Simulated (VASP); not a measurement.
# SnO (F-43m) in VASP: notebook, part 2 of 2

VASP 6.6.1.

**5. Relaxation of cell and atoms, PBE**

This run uses another cell than the first one, of 17.04 Å³/atom, 0.829 times its volume.

The input, INCAR:

```
SYSTEM = SnO
PREC = Accurate
ENCUT = 600
EDIFF = 1E-7
ISMEAR = 0
SIGMA = 0.1
LREAL = .FALSE.
LASPH = .TRUE.
NELM = 100
ALGO = Normal
ISIF = 3
LWAVE = .FALSE.
LCHARG = .FALSE.
GGA = PE
IBRION = 2
NSW = 90
EDIFFG = -0.04
```

The input, KPOINTS:

```
Automatic mesh
0
G
  6 6 6
  0 0 0
```

The input, POSCAR:

```
SnO
1.0
    0.0000000000      2.5733001000      2.5733001000
    2.5733001000      0.0000000000      2.5733001000
    2.5733001000      2.5733001000      0.0000000000
Sn O
1 1
Direct
    0.7500000000      0.7500000000      0.7500000000
    0.0000000000      0.0000000000      0.0000000000
```

Potentials or basis: VASP PAW PBE potentials, release 64 (Sn_d, O).

The run is started by

```
cat potpaw_PBE.64/Sn_d/POTCAR potpaw_PBE.64/O/POTCAR > POTCAR
mpirun -np 1 vasp_std > vasp.out
```

OUTCAR:

```text
SYSTEM = SnO
   PREC = Accurate
   ENCUT = 600
   EDIFF = 1E-7
   ISMEAR = 0
   LREAL = .FALSE.
   LASPH = .TRUE.
   NELM = 100
   ISIF = 3
   GGA = PE
   IBRION = 2
   NSW = 90
   EDIFFG = -0.04

 ion  position               nearest neighbor table
   1  0.750  0.750  0.750-   2 2.23   2 2.23   2 2.23   2 2.23
   2  0.000  0.000  0.000-   1 2.23   1 2.23   1 2.23   1 2.23

  LATTYP: Found a face centered cubic cell.
 ALAT       =     5.1466002000

  Lattice vectors:

 A1 = (   0.0000000000,   2.5733001000,   2.5733001000)
 A2 = (   2.5733001000,   0.0000000000,   2.5733001000)
 A3 = (   2.5733001000,   2.5733001000,   0.0000000000)

Analysis of symmetry for initial positions (statically):
=====================================================================
 Subroutine PRICEL returns:
 Original cell was already a primitive cell.

[... 182 lines left out ...]
     10       3.4930      2.00000
     11      12.9996      0.00000
     12      12.9996      0.00000
     13      12.9996      0.00000
     14      18.3179      0.00000
[... 324 lines left out ...]
--------------------------------------- Ionic step        3  -------------------------------------------

 number of electron      19.9999989 magnetization

 Free energy of the ion-electron system (eV)
  ---------------------------------------------------
  ext. energy  EPLUGINS =         0.00000000
  ---------------------------------------------------
  free energy    TOTEN  =       -10.45794513 eV

  energy without entropy =      -10.45543448  energy(sigma->0) =      -10.45668980

 E-fermi :   5.6788     XC(G=0):  -9.4662

 val. band max:        5.6309077942   @ k =  -0.3333   0.5000   0.1667
 cond. band min:       6.2361613873   @ k =   0.5000   0.3333   0.0000
 fundamental gap:      0.6052535931
 Fermi energy:         5.6787680817

 k-point     1 :       0.0000    0.0000    0.0000
  band No.  band energies     occupation
      1     -16.0146      2.00000
      2     -16.0146      2.00000
      3     -16.0146      2.00000
      4     -15.9774      2.00000
      5     -15.9774      2.00000
      6     -12.9645      2.00000
      7      -0.5739      2.00000
      8       2.2300      2.00000
      9       2.2300      2.00000
     10       2.2300      2.00000
     11      10.0593      0.00000
     12      10.0593      0.00000
     13      10.0593      0.00000
     14      14.4888      0.00000
[... 282 lines left out ...]
  FREE ENERGIE OF THE ION-ELECTRON SYSTEM (eV)
  ---------------------------------------------------
  free  energy   TOTEN  =       -10.4579451291 eV

  energy  without entropy=      -10.4554344776  energy(sigma->0) =      -10.45668980

 reached required accuracy - stopping structural energy minimisation
```

OSZICAR:

```text
N       E                     dE             d eps       ncg     rms          rms(c)
DAV:   1     0.148621418543E+03    0.14862E+03   -0.11892E+04   460   0.241E+03
DAV:   2     0.155527366866E+01   -0.14707E+03   -0.14244E+03   520   0.465E+02
DAV:   3    -0.118387913066E+02   -0.13394E+02   -0.13309E+02   520   0.120E+02
[... 34 lines left out ...]
DAV:   6    -0.104579442494E+02    0.20396E-03   -0.44019E-04   476   0.222E-01    0.190E-02
DAV:   7    -0.104579522598E+02   -0.80103E-05   -0.50785E-05   592   0.762E-02    0.125E-02
DAV:   8    -0.104579452948E+02    0.69649E-05   -0.11773E-05   546   0.302E-02    0.151E-03
DAV:   9    -0.104579450478E+02    0.24700E-06   -0.86341E-07   490   0.863E-03    0.997E-04
DAV:  10    -0.104579451291E+02   -0.81273E-07   -0.61991E-08   338   0.201E-03
   3 F= -.10457945E+02 E0= -.10456690E+02  d E =-.318077E+00
```

CONTCAR:

```text
SnO
   1.00000000000000
    -0.0000000000000000    2.7422167123980534    2.7422167123980534
     2.7422167123980534   -0.0000000000000000    2.7422167123980534
     2.7422167123980534    2.7422167123980534    0.0000000000000000
  Sn              O
     1     1
Direct
     0.7500000000000000    0.7500000000000000    0.7500000000000000
     0.0000000000000000    0.0000000000000000    0.0000000000000000

  0.00000000E+00  0.00000000E+00  0.00000000E+00
  0.00000000E+00  0.00000000E+00  0.00000000E+00
```

Run time: 28 s. Hardware: 1 thread of AMD EPYC 7R43 (Zen 3), shared host; peak memory 0.14 GiB.

Results:

```
Free energy                            : -10.4579 eV
Relaxed volume                         : 20.62 Å³/atom
Relaxed cell                           : a = 3.878 Å, b = 3.878 Å, c = 3.878 Å, α = 60.00°, β = 60.00°, γ = 60.00°
Space group after relaxing (to 0.05 Å) : F-43m (No. 216)
Energy gained by relaxing              : 159.0 meV/atom
Ionic steps                            : 3
Pressure after relaxing                : -0.1 GPa
Band gap on the k mesh                 : zero (band 10 reaches 5.63 eV, above the bottom of band 11 at 5.48 eV)
```

Step by step:
| step | energy change (eV) | largest force (eV/Å) | pressure (GPa) | volume (Å³) |
| --- | --- | --- | --- | --- |
| 1 | 0.0000 | 0.0000 | 15.64 | 34.08 |
| 2 | -0.3039 | 0.0000 | -2.48 | 42.96 |
| 3 | -0.3181 | 0.0000 | -0.09 | 41.24 |

Final structure:
```xyz
2
Lattice="0.0000 2.7422 2.7422 2.7422 0.0000 2.7422 2.7422 2.7422 0.0000" Properties=species:S:1:pos:R:3 pbc="T T T"
Sn    4.1133    4.1133    4.1133
O     0.0000    0.0000    0.0000
```

Caveat: the volume moved by over 15 % at a fixed basis, so the end points are rough; spin-orbit coupling is left out, which moves the levels of the heavy elements.

**6. The runs side by side**

```csv
task,cell,k mesh,cutoff (eV),gap on the mesh (eV),pressure (GPa)
single point,"a = 3.874 Å, angles 60.0°, 2 atoms",18 × 18 × 18,520,none,0.0
relaxation of cell and atoms,"relaxed from a = 3.872 Å, angles 60.0°, 2 atoms",18 × 18 × 18,600,none,0.1
single point,"a = 3.872 Å, angles 60.0°, 2 atoms",6 × 6 × 6,520,none,0.2
relaxation of cell and atoms,"relaxed from a = 3.639 Å, angles 60.0°, 2 atoms",6 × 6 × 6,600,none,-0.1
```

Alike in all rows: level PBE; potentials or basis VASP PAW PBE potentials, release 64 (Sn_d, O); no spin polarisation; smearing gaussian 0.1 eV.

Caveats: spin-orbit coupling is left out, which moves the levels of the heavy elements; the relaxation stopped at its first step, so nothing moved (some runs); the volume moved by over 15 % at a fixed basis, so the end points are rough (some runs).

Total energies depend on the potentials used, so only differences within one code and one set of settings carry meaning.
